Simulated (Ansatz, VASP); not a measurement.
## HfC in VASP and in Ansatz

```
CELL_PARAMETERS angstrom
0.04359 2.32500 2.32500
2.36859 0.00000 2.36859
2.32500 2.32500 0.04359
ATOMIC_POSITIONS crystal
Hf 0.50000 0.50000 0.50000
C 0.00000 0.00000 0.00000
```

Change from the starting cell: strain +0.0375 x Voigt [0, 0, 0, 0, 1, 0], atoms carried along.

Alike in both runs: task single point; functional PBE; k mesh 18 × 18 × 18; occupations gaussian, width 0.15 eV; no spin polarisation.

|  | VASP | Ansatz |
| --- | --- | --- |
| version | VASP 6.6.1 | Ansatz 0.2.0 |
| potentials or method | VASP PAW PBE potentials, release 64 (Hf_pv, C), cutoff 520 eV | scalar-relativistic, plane waves, PAW |
| valence electrons in the cell | 14 | 30 |

VASP gave:

```
gap on the k mesh at the Fermi level (eV)                     : none
pressure (GPa)                                                : -0.4
traceless stress, the component that is largest in VASP (GPa) : -6.42
```

Task: Which values does Ansatz return?

Result: gap on the k mesh at the Fermi level (eV): none; pressure (GPa): 0.3; traceless stress, the component that is largest in VASP (GPa): -6.41.

A gap of «none» marks a metal or a gap that the smearing closes. VASP's potentials hold 14 valence electrons a cell and Ansatz's 30, so a difference there can come from the potentials and not from the codes.

Spin-orbit coupling is off throughout.
